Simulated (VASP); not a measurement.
Na, 1 atom in the cell. The structure is cubic, space group Fm-3m (No. 225). The conventional cell has a = 5.307 Å, b = 5.307 Å, c = 5.307 Å, α = 90.00°, β = 90.00°, γ = 90.00°. Within 4.9 Å of Na (site symmetry m-3m) lie 12 Na at 3.75 Å. 

- Program: VASP 6.6.1
- Task: single point
- Functional: r2SCAN
- Potentials or basis: VASP PAW PBE potentials, release 64 (Na_pv)
- Cutoff: 520 eV
- k mesh: 14 × 14 × 14
- Occupations: gaussian, width 0.05 eV
- Spin: no spin polarisation
- Dipole correction: no
- Further INCAR settings: ALGO = Normal; EDIFF = 1e-06; NBANDS = 10

Potentials or basis: VASP PAW PBE potentials, release 64 (Na_pv).

The run is started by

```console
$ cat potpaw_PBE.64/Na_pv/POTCAR > POTCAR
$ cp INCAR.step1 INCAR
$ mpirun -np 1 vasp_std > vasp.out
$ cp INCAR.step2 INCAR
$ mpirun -np 1 vasp_std > vasp.out
```

Hardware: 1 thread of AMD EPYC 7R43 64-Core Processor (Zen 3), with other jobs on the host.

Problem. How long does it take, and how much memory?

Solution. Wall time 3.5 min on 1 thread of AMD EPYC 7R43 64-Core Processor (Zen 3), on a shared host, peak memory 0.13 GiB. Counts: k points 104.
